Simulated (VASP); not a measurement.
Write the native input for VASP 6.6.1 that does the following.

* Task: single point
* Functional: PBEsol
* Potentials or basis: VASP PAW PBE potentials, release 64 (Al, Ni)
* Cutoff: 520 eV
* k mesh: 14 × 14 × 14
* Occupations: gaussian, width 0.15 eV
* Spin: no spin polarisation
* Dipole correction: no
* Further INCAR settings: ALGO = Normal; EDIFF = 1e-06; NBANDS = 24

The structure of AlNi3 lies in POSCAR:

```
AlNi3
1.0
    0.0000000000      2.5745352306      2.5745352306
    2.5745352306      0.0000000000      2.5745352306
    2.5745352306      2.5745352306      0.0000000000
Al Ni
1 3
Direct
    0.5000000000      0.5000000000      0.5000000000
    0.2500000000      0.2500000000      0.2500000000
    0.0000000000      0.0000000000      0.0000000000
    0.7500000000      0.7500000000      0.7500000000
```

This cell differs from its parent crystal: strain -0.080 along x and y, -0.080 along z.

These files were run (other wordings do the same):

INCAR

```
PREC     = Accurate       # precision mode
ENCUT    = 520            # plane-wave cutoff, eV
EDIFF    = 1E-6           # SCF threshold, eV
ISMEAR   = 0              # smearing method
SIGMA    = 0.15           # smearing width, eV
LREAL    = F              # projectors in reciprocal space
LASPH    = T              # aspherical terms in the spheres
NELM     = 80             # most SCF steps
ALGO     = Normal         # electronic algorithm
ISIF     = 2              # what is computed and relaxed
LWAVE    = F              # write WAVECAR
LCHARG   = F              # write CHGCAR
GGA      = PS             # functional
NBANDS   = 24             # bands
```

KPOINTS

```
regular mesh
0
Gamma
  14 14 14
```

Potentials or basis: VASP PAW PBE potentials, release 64 (Al, Ni).

Launch:

```sh
$ cat potpaw_PBE.64/Al/POTCAR potpaw_PBE.64/Ni/POTCAR > POTCAR
$ mpirun -np 1 vasp_std > vasp.out
```

Results of the run:

The pressure is 88.3 GPa. The band gap on the k mesh is zero (an odd number of electrons rules out a gap without spin polarisation).

Caveat: the cell differs from its parent crystal (strain -0.080 along x and y, -0.080 along z); the cell stands under pressure; the PAW data sets were made with another functional, which shifts forces and pressure a little.

Wall time 40 s on 1 thread of Intel(R) Xeon(R) 6975P-C (Granite Rapids) (shared host), peak memory 0.2 GiB.
